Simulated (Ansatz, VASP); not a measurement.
InP in VASP and in Ansatz

```
In P
1.0
     0.00000    2.77016    2.79786
     2.77016    0.00000    2.79786
     2.77016    2.77016    0.00000
In P
1 1
Cartesian
  0.0000 0.0000 0.0000
  2.7702 2.7702 2.7979
```

Change from the starting cell: strain +0.0100 x Voigt [0, 0, 1, 0, 0, 0], atoms carried along.

Alike in both runs: task single point; functional PBE; k mesh 18 × 18 × 18; occupations gaussian, width 0.15 eV; no spin polarisation.

|  | VASP | Ansatz |
| --- | --- | --- |
| version | VASP 6.6.1 | Ansatz 0.2.0 |
| potentials or method | VASP PAW PBE potentials, release 64 (In_d, P), cutoff 520 eV | scalar-relativistic, plane waves, PAW |
| valence electrons in the cell | 18 | 18 |

```csv
,VASP,Ansatz,Ansatz less VASP
gap on the k mesh at the Fermi level (eV),none,none,-
pressure (GPa),-0.7,-0.7,+0.03
"traceless stress, the component that is largest in VASP (GPa)",-0.67,-0.67,-0.002
```

A gap of «none» marks a metal or a gap that the smearing closes. With one functional, cell and mesh, what is left measures potentials, basis and numerics.
